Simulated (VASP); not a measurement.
Here is a VASP 6.6.1 calculation.

The input INCAR:

```
  PREC = Accurate
  ENCUT = 520
  EDIFF = 1E-6
  ISMEAR = 0
  SIGMA = 0.05
  LREAL = False
  LASPH = True
  NELM = 60
  ALGO = Normal
  ISIF = 2
  LWAVE = False
  LCHARG = False
  GGA = PE
  NBANDS = 16
```

File KPOINTS:

```
regular mesh
0
Gamma
  12 12 6
```

The input POSCAR:

```
BN
1.0
    2.5539396017      0.0000000000      0.0000000000
   -1.2769698009      2.2117765748      0.0000000000
    0.0000000000      0.0000000000      4.2268550000
B N
2 2
Direct
    0.6666666667      0.3333333333      0.9287492445
    0.3333333333      0.6666666667      0.4997240000
    0.6666666667      0.3333333333      0.6252760000
    0.3333333333      0.6666666667      0.1252760000
```

Potentials or basis: VASP PAW PBE potentials, release 64 (B, N).

Launch:

```sh
$ cat potpaw_PBE.64/B/POTCAR potpaw_PBE.64/N/POTCAR > POTCAR
$ mpirun -np 1 vasp_std > vasp.out
```

Estimate the largest force.

17.096 eV/Å.

Estimate the pressure.

20.2 GPa.

Stress tensor (GPa, compression positive):
```
 7.81  0.00  0.00
 0.00  7.81  0.00
 0.00  0.00 44.95
```

Caveat: the cell differs from its parent crystal (atom 1 (B) moved by (+0.000, -0.300) A along x and z); the cell stands under pressure; forces of over 1 eV/Å act on the atoms, so gaps and moduli don't describe the material at rest.
